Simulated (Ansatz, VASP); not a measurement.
One calculation of FePt, two programs

```
Fe Pt
1.0
     2.72075    0.00000    0.00000
     0.00000    2.72075    0.00000
     0.00000    0.00000    3.78830
Fe Pt
1 1
Direct
  0.50000 0.50000 0.50000
  0.00000 0.00000 0.00000
```

Alike in both runs: functional PBE; k mesh 6 × 6 × 6; occupations gaussian, width 0.1 eV; collinear spin.

Ansatz relaxed the structure, and its values are those at the end. VASP's run is a single point on that final structure, the one shown.

|  | VASP | Ansatz |
| --- | --- | --- |
| version | VASP 6.6.1 | Ansatz 0.2.0 |
| potentials or method | VASP PAW PBE potentials, release 64 (Fe, Pt), cutoff 520 eV | scalar-relativistic, plane waves, PAW |
| valence electrons in the cell | 18 | 34 |

|  | VASP | Ansatz | Ansatz less VASP |
| --- | --- | --- | --- |
| gap on the k mesh at the Fermi level (eV) | none | none | - |
| pressure (GPa) | -0.4 | 0.0 | +0.42 |
| net moment per atom (μB) | 1.66 | 1.66 | +0.002 |
| size of the moment on the site where the two differ most (μB) | 0.34 | 0.39 | +0.051 |

Site moments also hang on the region over which each program counts them. A gap of «none» marks a metal or a gap that the smearing closes. The functional is the same, so the differences come from potentials, cutoffs and numerics. VASP's potentials hold 18 valence electrons a cell and Ansatz's 34, so a difference there can come from the potentials and not from the codes.

The k mesh is coarse, so the values compare programs but aren't converged. Spin-orbit coupling is off throughout.
